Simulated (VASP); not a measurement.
Runs of VASP 6.6.1 on CO2. The structure is that of space group Pbca (No. 61), or close to it. The cells are those of the table. 

```tsv
potentials or basis	cell	cutoff (eV)	gap on the mesh (eV)	pressure (GPa)	largest force (eV/Å)
VASP PAW PBE potentials, release 64 (C, O)	a = 6.438, b = 5.800, c = 6.235 Å, 12 atoms	520	6.01	-12.8	5.47
VASP PAW PBE potentials, release 64 (C, O)	a = 5.800, b = 5.800, c = 6.670 Å, 12 atoms	520	6.07	-11.2	4.67
VASP PAW PBE potentials, release 64 (C_h, O_h)	a = 6.119, b = 5.800, c = 5.800 Å, 12 atoms	910	(a)	-5.5	2.02
VASP PAW PBE potentials, release 64 (C, O)	a = 6.119, b = 5.800, c = 6.670 Å, 12 atoms	520	(b)	-13.9	6.01
VASP PAW PBE potentials, release 64 (C_h, O_h)	a = 5.800, b = 5.800, c = 6.235 Å, 12 atoms	910	6.39	-7.1	2.73
```

Alike in all rows: task single point; level PBEsol; no spin polarisation; k mesh 4 × 4 × 4; smearing gaussian 0.05 eV.

Q: Estimate the missing entries.

A: (a) 6.47; (b) 5.92.

Caveats: the cell stands under tension; this functional lacks dispersion, which holds the molecules together, so the pressure and a relaxed volume are unreliable; the PAW data sets were made with another functional, which shifts forces and pressure a little.

A k mesh can miss the band edges.
